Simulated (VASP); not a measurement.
# CuI (F-43m) in VASP: settings compared

CuI is run at these levels: PBE, r2SCAN; tasks: single point.

All numbers are computed with VASP 6.6.1; they aren't measurements. Logs are shortened: lines on timing, memory, paths and dates and some standing lists are left out, and cuts for length are marked.

### Step 1. The cell of the first run

Symmetry: F-43m, No. 216, cubic system. Conventional cell: a = 6.024 Å, b = 6.024 Å, c = 6.024 Å, α = 90.00°, β = 90.00°, γ = 90.00°. Cu (site symmetry -43m) has 4 I at 2.61 Å within 3.4 Å. I (site symmetry -43m) has 4 Cu at 2.61 Å within 3.4 Å.

### Step 2. Single point, PBE

File INCAR:

```
SYSTEM = CuI
ALGO = Normal
EDIFF = 1E-6
ENCUT = 520
GGA = PE
ISIF = 2
ISMEAR = -1
LASPH = .TRUE.
LCHARG = .FALSE.
LREAL = .FALSE.
LWAVE = .FALSE.
NBANDS = 16
NELM = 60
PREC = Accurate
SIGMA = 0.02
```

File KPOINTS:

```
k-points
0
G
  8 8 8
  0 0 0
```

File POSCAR:

```
CuI
1.0
    0.0000000000      3.0120289450      3.0120289450
    3.0120289450      0.0000000000      3.0120289450
    3.0120289450      3.0120289450      0.0000000000
Cu I
1 1
Direct
    0.0000000000      0.0000000000      0.0000000000
    0.2500000000      0.2500000000      0.2500000000
```

Potentials or basis: VASP PAW PBE potentials, release 64 (Cu, I).

The run is started by

```console
cat potpaw_PBE.64/Cu/POTCAR potpaw_PBE.64/I/POTCAR > POTCAR
mpirun -np 1 vasp_std > vasp.out
```

OUTCAR:

```text
SYSTEM = CuI
   EDIFF = 1E-6
   ENCUT = 520
   GGA = PE
   ISIF = 2
   ISMEAR = -1
   LASPH = .TRUE.
   LREAL = .FALSE.
   NELM = 60
   PREC = Accurate

 ion  position               nearest neighbor table
   1  0.000  0.000  0.000-   2 2.61   2 2.61   2 2.61   2 2.61
   2  0.250  0.250  0.250-   1 2.61   1 2.61   1 2.61   1 2.61

  LATTYP: Found a face centered cubic cell.
 ALAT       =     6.0240578900

  Lattice vectors:

 A1 = (   0.0000000000,   3.0120289450,   3.0120289450)
 A2 = (   3.0120289450,   0.0000000000,   3.0120289450)
 A3 = (   3.0120289450,   3.0120289450,   0.0000000000)

Analysis of symmetry for initial positions (statically):
=====================================================================
 Subroutine PRICEL returns:
 Original cell was already a primitive cell.

 Routine SETGRP: Setting up the symmetry group for a
 face centered cubic supercell.

 Subroutine GETGRP returns: Found 24 space group operations
 (whereof 24 operations were pure point group operations)
 out of a pool of 48 trial point group operations.

The static configuration has the point symmetry T_d .

Analysis of symmetry for dynamics (positions and initial velocities):
=====================================================================
 Subroutine PRICEL returns:
 Original cell was already a primitive cell.

 Routine SETGRP: Setting up the symmetry group for a
 face centered cubic supercell.

 Subroutine GETGRP returns: Found 24 space group operations
 (whereof 24 operations were pure point group operations)
 out of a pool of 48 trial point group operations.

The dynamic configuration has the point symmetry T_d .

 Subroutine INISYM returns: Found 24 space group operations
 (whereof 24 operations are pure point group operations),
 and found     1 'primitive' translations

----------------------------------------------------------------------------------------

                                     Primitive cell

  volume of cell :      54.6522

  direct lattice vectors                    reciprocal lattice vectors
     0.000000000  3.012028945  3.012028945    -0.166001061  0.166001061  0.166001061
     3.012028945  0.000000000  3.012028945     0.166001061 -0.166001061  0.166001061
     3.012028945  3.012028945  0.000000000     0.166001061  0.166001061 -0.166001061

  length of vectors
     4.259652184  4.259652184  4.259652184     0.287522271  0.287522271  0.287522271

  position of ions in fractional coordinates (direct lattice)
     0.000000000  0.000000000  0.000000000
     0.250000000  0.250000000  0.250000000

  ion indices of the primitive-cell ions
   primitive index   ion index
                 1           1
                 2           2

----------------------------------------------------------------------------------------

 KPOINTS: k-points

Automatic generation of k-mesh.
 Grid dimensions read from file:
 generate k-points for:    8    8    8

 Generating k-lattice:

  Cartesian coordinates                     Fractional coordinates (reciprocal lattice)
    -0.020750133  0.020750133  0.020750133     0.125000000  0.000000000  0.000000000
     0.020750133 -0.020750133  0.020750133     0.000000000  0.125000000  0.000000000
     0.020750133  0.020750133 -0.020750133     0.000000000  0.000000000  0.125000000

  Length of vectors
     0.035940284  0.035940284  0.035940284

  Shift w.r.t. Gamma in fractional coordinates (k-lattice)
     0.000000000  0.000000000  0.000000000

 Subroutine IBZKPT returns following result:
 ===========================================

 Found     29 irreducible k-points:

 Following reciprocal coordinates:
            Coordinates               Weight
  0.000000  0.000000  0.000000      1.000000
  0.125000  0.000000  0.000000      8.000000
  0.250000  0.000000  0.000000      8.000000
  0.375000  0.000000  0.000000      8.000000
  0.500000  0.000000  0.000000      4.000000
  0.125000  0.125000  0.000000      6.000000
[... 16 lines left out ...]
  0.500000  0.250000  0.125000     48.000000
 -0.375000  0.250000  0.125000     24.000000
 [... further k-points ...]
   k-points           NKPTS =     29   k-points in BZ     NKDIM =     29   number of bands    NBANDS=     16
   number of dos      NEDOS =    301   number of ions     NIONS =      2
   total plane-waves  NPLWV =  32768
   dimension x,y,z NGX =    32 NGY =   32 NGZ =   32
   dimension x,y,z NGXF=    64 NGYF=   64 NGZF=   64
   ions per type =               1   1
   NGX,Y,Z   is equivalent  to a cutoff of  12.49, 12.49, 12.49 a.u.
   NGXF,Y,Z  is equivalent  to a cutoff of  24.98, 24.98, 24.98 a.u.
 SYSTEM =  CuI
   PREC   = accura    normal or accurate (medium, high low for compatibility)
   ISTART =      0    job   : 0-new  1-cont  2-samecut
   ICHARG =      2    charge: 1-file 2-atom 10-const
   ISPIN  =      1    spin polarized calculation?
   LNONCOLLINEAR =      F non collinear calculations
   LSORBIT =      F    spin-orbit coupling
   LASPH  =      T    aspherical Exc in radial PAW
   ENCUT  =  520.0 eV  38.22 Ry    6.18 a.u.   7.92  7.92  7.92*2*pi/ulx,y,z
   NELM   =     60;   NELMIN=  2; NELMDL= -5     # of ELM steps
   EDIFF  = 0.1E-05   stopping-criterion for ELM
   LREAL  =      F    real-space projection
   EDIFFG = 0.1E-04   stopping-criterion for IOM
   NSW    =      0    number of steps for IOM
   IBRION =     -1    ionic relax: 0-MD 1-quasi-New 2-CG
   NFREE  =      0    steps in history (QN), initial steepest desc. (CG)
   ISIF   =      2    stress and relaxation
   ISYM   =      2    0-nonsym 1-usesym 2-fastsym
   POTIM  = 0.5000    time-step for ionic-motion
   TEBEG  =    0.0;   TEEND  =   0.0 temperature during run
   PSTRESS=    0.0 pullay stress
   NELECT =      18.0000    total number of electrons
   NUPDOWN=      -1.0000    fix difference up-down
   EMIN   =  10.00;   EMAX   =-10.00  energy-range for DOS
   EFERMI =   0.00;   METHOD = LEGACY
   ISMEAR =    -1;   SIGMA  =   0.02  broadening in eV -4-tet -1-fermi 0-gaus
   EFERMI_NEDOS =   21; number of points for ismear=-14 and -15
   IALGO  =     38    algorithm
   IMIX   =      4    mixing-type and parameters
     AMIX     =   0.40;   BMIX     =  1.00
     AMIX_MAG =   1.60;   BMIX_MAG =  1.00
  volume/ion in A,a.u.               =      27.33       184.41
  Fermi-wavevector in a.u.,A,eV,Ry     =   1.130568  2.136463 17.390736  1.278183
  Thomas-Fermi vector in A             =   2.267264
   LORBIT       =      0    0 simple, 1 ext, 2 COOP (PROOUT), +10 PAW based schemes
   GGA     = PE    functional components
   LHFCALC =     F    Hartree Fock is set to
   AEXX    =    0.0000 exact exchange contribution
   IVDW    =     0    specifies the selected vdW correction
   LEPSILON=     F    determine dielectric tensor
   LRPA    =     F    only Hartree local field effects (RPA)
 non-spin polarized calculation
  energy-cutoff  :      520.00
  volume of cell :       54.65
 maximum number of plane-waves:      1480
   NGX = 15   NGY = 15   NGZ = 15

 number of electron      18.0000016 magnetization

 Free energy of the ion-electron system (eV)
  ---------------------------------------------------
  ext. energy  EPLUGINS =         0.00000000
  ---------------------------------------------------
  free energy    TOTEN  =        -5.55676043 eV

  energy without entropy =       -5.55676043  energy(sigma->0) =       -5.55676043

 E-fermi :   5.0557     XC(G=0):  -9.0270

 val. band max:        4.6408551527   @ k =   0.0000   0.0000   0.0000
 cond. band min:       5.8362848448   @ k =   0.0000   0.0000   0.0000
 fundamental gap:      1.1954296921
 Fermi energy:         5.0556707049

 k-point     1 :       0.0000    0.0000    0.0000
  band No.  band energies     occupation
      1      -9.4717      2.00000
      2       0.9147      2.00000
      3       0.9147      2.00000
      4       0.9147      2.00000
      5       2.7096      2.00000
      6       2.7096      2.00000
[... 8 lines left out ...]
     15      14.2531      0.00000
     16      14.2531      0.00000

 k-point     2 :       0.1250    0.0000    0.0000
  band No.  band energies     occupation
      1      -9.3959      2.00000
      2       0.6183      2.00000
      3       0.9211      2.00000
      4       0.9211      2.00000
      5       2.7032      2.00000
      6       2.7032      2.00000
[... 8 lines left out ...]
     15      13.5786      0.00000
     16      13.6066      0.00000

 k-point     3 :       0.2500    0.0000    0.0000
  band No.  band energies     occupation
      1      -9.2014      2.00000
      2      -0.0902      2.00000
      3       0.9335      2.00000
      4       0.9335      2.00000
      5       2.7000      2.00000
      6       2.7000      2.00000
[... 8 lines left out ...]
     15      13.3764      0.00000
     16      13.5695      0.00000

 k-point     4 :       0.3750    0.0000    0.0000
  band No.  band energies     occupation
      1      -8.9873      2.00000
      2      -0.7791      2.00000
      3       0.9407      2.00000
      4       0.9407      2.00000
      5       2.7203      2.00000
      6       2.7203      2.00000
[... 8 lines left out ...]
     15      14.3101      0.00000
     16      14.3101      0.00000
[... 324 lines left out ...]
 k-point    22 :       0.3750    0.2500    0.1250
  band No.  band energies     occupation
      1      -9.0502      2.00000
      2      -0.2934      2.00000
      3       0.6991      2.00000
      4       0.9201      2.00000
      5       2.6375      2.00000
      6       2.7477      2.00000
[... 8 lines left out ...]
     15      14.9648      0.00000
     16      16.0211      0.00000

 k-point    23 :       0.5000    0.2500    0.1250
  band No.  band energies     occupation
      1      -8.8722      2.00000
      2      -0.6418      2.00000
      3       0.4708      2.00000
      4       0.9073      2.00000
      5       2.6614      2.00000
      6       2.7252      2.00000
[... 8 lines left out ...]
     15      15.3402      0.00000
     16      16.1670      0.00000

 k-point    24 :      -0.3750    0.2500    0.1250
  band No.  band energies     occupation
      1      -8.7939      2.00000
      2      -0.7912      2.00000
      3       0.3713      2.00000
      4       0.8947      2.00000
      5       2.6431      2.00000
      6       2.7210      2.00000
[... 8 lines left out ...]
     15      15.4322      0.00000
     16      16.0105      0.00000

 [... further k-points ...]

------------------------ aborting loop because EDIFF is reached ----------------------------------------

  FORCE on cell =-STRESS in cart. coord.  units (eV):
  Direction    XX          YY          ZZ          XY          YZ          ZX
  --------------------------------------------------------------------------------------
  -------------------------------------------------------------------------------------
  Total        0.3857383      0.3857383      0.3857383     -0.0000000      0.0000000     -0.0000000
  in kB       11.3082637     11.3082637     11.3082637     -0.0000000      0.0000000     -0.0000000
  external PRESSURE =      11.3082637 kB  Pullay stress =       0.0000000 kB

 VOLUME and BASIS-vectors are now :
 -----------------------------------------------------------------------------
  energy-cutoff  :      520.00
  volume of cell :       54.65
      direct lattice vectors                 reciprocal lattice vectors
     0.000000000  3.012028945  3.012028945    -0.166001061  0.166001061  0.166001061
     3.012028945  0.000000000  3.012028945     0.166001061 -0.166001061  0.166001061
     3.012028945  3.012028945  0.000000000     0.166001061  0.166001061 -0.166001061

 POSITION                                       TOTAL-FORCE (eV/Angst)
 -----------------------------------------------------------------------------------
      0.00000      0.00000      0.00000        -0.000000     -0.000000     -0.000000
      1.50601      1.50601      1.50601         0.000000      0.000000      0.000000
 -----------------------------------------------------------------------------------
    total drift:                               -0.000001     -0.000001     -0.000001

  FREE ENERGIE OF THE ION-ELECTRON SYSTEM (eV)
  ---------------------------------------------------
  free  energy   TOTEN  =        -5.5567604292 eV

  energy  without entropy=       -5.5567604292  energy(sigma->0) =       -5.55676043
```

Run time: 34 s. Hardware: 1 thread of Intel Xeon 8259CL, shared host; peak memory 0.18 GiB.

Results:

- Free energy: -5.5568 eV
- Pressure: 1.1 GPa
- Band gap on the k mesh: 1.20 eV

Caveat: spin-orbit coupling is left out, which moves the levels of the heavy elements.

(Part 1 of 2 ends here.)
